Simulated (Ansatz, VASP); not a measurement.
# One calculation of CdS, two programs

File INCAR:

```
SYSTEM = CdS
PREC = Accurate
ENCUT = 520
EDIFF = 1E-7
ISMEAR = 0
SIGMA = 0.15
LREAL = .FALSE.
LASPH = .TRUE.
NELM = 60
ALGO = Normal
ISIF = 2
LWAVE = .FALSE.
LCHARG = .FALSE.
GGA = CA
NBANDS = 16
```

The input KPOINTS:

```
regular mesh
0
G
  16 16 16
  0 0 0
```

Contents of POSCAR:

```
CdS
1.0
    0.0000000000      2.8358413200      2.8358413200
    2.8358413200      0.0000000000      2.8358413200
    2.8358413200      2.8358413200      0.0000000000
Cd S
1 1
Direct
    0.0000000000      0.0000000000      0.0000000000
    0.5000000000      0.5000000000      0.5000000000
```

Input for Ansatz:

```yaml
crystal:
  lattice:
    - [0.0, 2.83584132, 2.83584132]
    - [2.83584132, 0.0, 2.83584132]
    - [2.83584132, 2.83584132, 0.0]
  atoms:
    - { symbol: Cd, position: [0.0, 0.0, 0.0] }
    - { symbol: S, position: [0.5, 0.5, 0.5] }
basis:
  ecutwfc: 420
kpoints:
  mp_grid: { grid: [16, 16, 16] }
hamiltonian:
  xc: lda
scf:
  occupations: { method: gaussian, width: 0.15 }
output:
  forces: true
  stress: true
  eigenvalues: true
```

Change from the starting cell: strain +0.030 along x and y, +0.030 along z, atoms carried along.

Alike in both runs: task single point; functional LDA; k mesh 16 × 16 × 16; occupations gaussian, width 0.15 eV; no spin polarisation.

```csv
,VASP,Ansatz
version,VASP 6.6.1,Ansatz 0.2.0
potentials or method,"VASP PAW LDA potentials, release 64 (Cd, S), cutoff 520 eV","scalar-relativistic, plane waves, PAW"
valence electrons in the cell,18,26
```

Ansatz gave:

* gap on the k mesh at the Fermi level (eV): none
* pressure (GPa): -10.9

Question: Which values does VASP return?

Answer: gap on the k mesh at the Fermi level (eV): none; pressure (GPa): -10.6.

LDA's correlation is that of Perdew and Zunger in VASP and of Perdew and Wang (1992) in Ansatz. A gap of «none» marks a metal or a gap that the smearing closes. VASP's potentials hold 18 valence electrons a cell and Ansatz's 26, so a difference there can come from the potentials and not from the codes.
